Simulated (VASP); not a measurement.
Set up this calculation in VASP 6.6.1, as the native input.

```
Task                   : single point
Functional             : RPBE
Potentials or basis    : VASP PAW PBE potentials, release 64 (Be)
Cutoff                 : 520 eV
k mesh                 : 26 × 26 × 14
Occupations            : fermi-dirac, width 0.1 eV
Spin                   : no spin polarisation
Dipole correction      : no
Further INCAR settings : ALGO = Normal; EDIFF = 1e-07; NBANDS = 9
```

The structure of Be lies in POSCAR:

```
Be
1.0
    2.1902693066      0.0000000000      0.0000000000
   -1.0951346533      1.8968288606      0.0000000000
    0.0000000000      0.0000000000      3.4374852195
Be
2
Direct
    0.3333333333      0.6666666667      0.2500000000
    0.6666666667      0.3333333333      0.7500000000
```

This cell differs from its parent crystal: volume scaled by 0.88.

The input as run:

INCAR

```
  PREC = Accurate
  ENCUT = 520
  EDIFF = 1E-7
  ISMEAR = -1
  SIGMA = 0.1
  LREAL = F
  LASPH = T
  NELM = 100
  ALGO = Normal
  ISIF = 2
  LWAVE = F
  LCHARG = F
  GGA = RP
  NBANDS = 9
```

KPOINTS

```
Automatic mesh
0
Gamma
  26 26 14
```

Potentials or basis: VASP PAW PBE potentials, release 64 (Be).

Command:

```sh
$ cat potpaw_PBE.64/Be/POTCAR > POTCAR
$ mpirun -np 1 vasp_std > vasp.out
```

It gave:

| Quantity | Value |
| --- | --- |
| Pressure | 18.8 GPa |
| Band gap on the k mesh | zero (band 2 reaches 9.15 eV, above the bottom of band 3 at 7.32 eV) |

Caveat: the PAW data sets were made with another functional, which shifts forces and pressure a little.

Run time: 28 s on 1 thread of Intel Xeon 6975P-C, on a shared host, peak memory 0.17 GiB.
